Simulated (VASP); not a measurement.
Set up this calculation in VASP 6.6.1, as the native input.

```yaml
Task: relaxation of cell and atoms
Functional: PBE
Potentials_or_basis: VASP PAW PBE potentials, release 64 (Zn, Ge_d)
Cutoff: 600 eV
k_mesh: 12 × 12 × 12
Occupations: gaussian, width 0.1 eV
Spin: no spin polarisation
Dipole_correction: no
Further_INCAR_settings: ALGO = Normal; EDIFF = 1e-07; IBRION = 2; EDIFFG = -0.01; NSW = 100; ISIF = 3
```

The structure of ZnGe3 lies in POSCAR:

```
ZnGe3
1.0
    4.1939714021      0.0000000000      0.0000000000
    0.0000000000      4.1939714021      0.0000000000
    0.0000000000      0.0000000000      4.1939714021
Zn Ge
1 3
Direct
    0.0000000000      0.0000000000      0.0000000000
    0.0000000000      0.5000000000      0.5000000000
    0.5000000000      0.0000000000      0.5000000000
    0.5000000000      0.5000000000      0.0000000000
```

The input as run:

INCAR

```
PREC     = Accurate       # precision mode
ENCUT    = 600            # plane-wave cutoff, eV
EDIFF    = 1E-7           # SCF threshold, eV
ISMEAR   = 0              # smearing method
SIGMA    = 0.1            # smearing width, eV
LREAL    = False          # projectors in reciprocal space
LASPH    = True           # aspherical terms in the spheres
NELM     = 100            # most SCF steps
ALGO     = Normal         # electronic algorithm
ISIF     = 3              # what is computed and relaxed
LWAVE    = False          # write WAVECAR
LCHARG   = False          # write CHGCAR
GGA      = PE             # functional
IBRION   = 2              # ionic algorithm
NSW      = 100            # ionic steps
EDIFFG   = -0.01          # ionic threshold
```

KPOINTS

```
regular mesh
0
Gamma
  12 12 12
```

Potentials or basis: VASP PAW PBE potentials, release 64 (Zn, Ge_d).

The run is started by

```bash
$ cat potpaw_PBE.64/Zn/POTCAR potpaw_PBE.64/Ge_d/POTCAR > POTCAR
$ mpirun -np 1 vasp_std > vasp.out
```

It gave:

```json
{
 "Relaxed volume": "18.71 Å³/atom",
 "Relaxed cell": "a = 4.214 Å, b = 4.214 Å, c = 4.214 Å, α = 90.00°, β = 90.00°, γ = 90.00°",
 "Space group after relaxing (to 0.05 Å)": "Pm-3m (No. 221)",
 "Energy gained by relaxing": "0.7 meV/atom",
 "Ionic steps": "2",
 "Pressure after relaxing": "0.0 GPa",
 "Band gap on the k mesh": "zero (band 27 reaches 6.79 eV, above the bottom of band 28 at 2.53 eV)"
}
```

Wall time 4.3 min on 1 thread of Intel Xeon 6975P-C, with other jobs on the host, peak memory 0.36 GiB.
